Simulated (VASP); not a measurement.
Wanted: the native input for a VASP 6.6.1 run.

```yaml
Task: single point
Functional: LDA
Potentials_or_basis: VASP PAW LDA potentials, release 64 (Al, As)
Cutoff: 500 eV
k_mesh: 8 × 8 × 8
Occupations: fermi-dirac, width 0.02 eV
Spin: no spin polarisation
Dipole_correction: no
Further_INCAR_settings: ALGO = Normal; EDIFF = 1e-06; NBANDS = 11
```

The structure of AlAs lies in POSCAR:

```
AlAs
1.0
    0.0000000000      2.8144367059      2.8144367059
    2.8144367059      0.0000000000      2.8144367059
    2.8144367059      2.8144367059      0.0000000000
Al As
1 1
Direct
    0.0000000000      0.0000000000      0.0000000000
    0.2500000000      0.2500000000      0.2500000000
```

These files were run (other wordings do the same):

INCAR

```
SYSTEM = AlAs
PREC = Accurate ; ENCUT = 500
EDIFF = 1E-6 ; ISMEAR = -1
SIGMA = 0.02 ; LREAL = .False.
LASPH = .True. ; NELM = 120
ALGO = Normal ; ISIF = 2
LWAVE = .False. ; LCHARG = .False.
NBANDS = 11 ; GGA_COMPAT = .False.
```

KPOINTS

```
Automatic mesh
0
Gamma
  8 8 8
  0 0 0
```

Potentials or basis: VASP PAW LDA potentials, release 64 (Al, As).

Launch:

```sh
$ cat potpaw_LDA.64/Al/POTCAR potpaw_LDA.64/As/POTCAR > POTCAR
$ mpirun -np 1 vasp_std > vasp.out
```

Results of the run:

```
Pressure               : 0.4 GPa
Band gap on the k mesh : 1.31 eV, indirect (least direct gap 2.02 eV)
```

It took 16 s on 1 thread of Intel(R) Xeon(R) Platinum 8488C (Sapphire Rapids), on a shared host, peak memory 0.15 GiB.
